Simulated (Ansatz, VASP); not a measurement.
**One calculation of SiO2, two programs**

```
CELL_PARAMETERS angstrom
4.17730 0.00000 0.00000
0.00000 4.17730 0.00000
0.00000 0.00000 2.66520
ATOMIC_POSITIONS crystal
Si 0.00000 0.00000 0.00000
Si 0.50000 0.50000 0.50000
O 0.30590 0.30590 0.00000
O 0.19410 0.80590 0.50000
O 0.69410 0.69410 0.00000
O 0.80590 0.19410 0.50000
```

Alike in both runs: task single point; functional PBE; k mesh 4 × 4 × 6; no spin polarisation.

|  | VASP | Ansatz |
| --- | --- | --- |
| version | VASP 6.6.1 | Ansatz 0.2.0 |
| potentials or method | VASP PAW PBE potentials, release 64 (Si, O), cutoff 520 eV | plane waves, PAW |
| occupations | gaussian, width 0.01 eV | fixed |
| valence electrons in the cell | 32 | 32 |

|  | VASP | Ansatz | Ansatz less VASP |
| --- | --- | --- | --- |
| pressure (GPa) | 11.4 | 11.2 | -0.14 |
| traceless stress, the component that is largest in VASP (GPa) | 1.45 | 1.00 | -0.445 |
